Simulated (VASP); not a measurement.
Runs of VASP 6.6.1 on NaSc2. The structure is that of space group P6/mmm (No. 191), or close to it. The cells are those of the table. 

```tsv
task	cell	k mesh	cutoff (eV)	gap on the mesh (eV)	pressure (GPa)	relaxed volume (Å³/atom)
relaxation of cell and atoms	relaxed from a = 4.484, b = 4.484, c = 3.154 Å, angles 90.0, 90.0, 120.0°, 3 atoms	6 × 6 × 6	600	none	0.1	(a)
single point	a = 5.598, b = 5.598, c = 2.981 Å, angles 90.0, 90.0, 120.0°, 3 atoms	12 × 12 × 16	520	none	0.1	-
relaxation of cell and atoms	relaxed from a = 5.583, b = 5.583, c = 3.005 Å, angles 90.0, 90.0, 120.0°, 3 atoms	12 × 12 × 16	600	none	0.0	27.00
single point	a = 5.583, b = 5.583, c = 3.005 Å, angles 90.0, 90.0, 120.0°, 3 atoms	6 × 6 × 6	520	none	0.0	-
single point	a = 4.484, b = 4.484, c = 3.154 Å, angles 90.0, 90.0, 120.0°, 3 atoms	6 × 6 × 6	520	none	22.8	-
```

Alike in all rows: level PBE; potentials or basis VASP PAW PBE potentials, release 64 (Na_pv, Sc_sv); no spin polarisation; smearing gaussian 0.1 eV.

Q: Estimate the missing entries.

A: (a) 26.96.

Caveats: the highest band is partly filled, so the run has too few bands (at least some runs); the volume moved by over 15 % at a fixed basis, so the end points are rough (at least some runs); the stress differs along the axes, from 8 to 30 GPa (at least some runs).

A gap of «none» marks levels without a gap at the run's occupations.
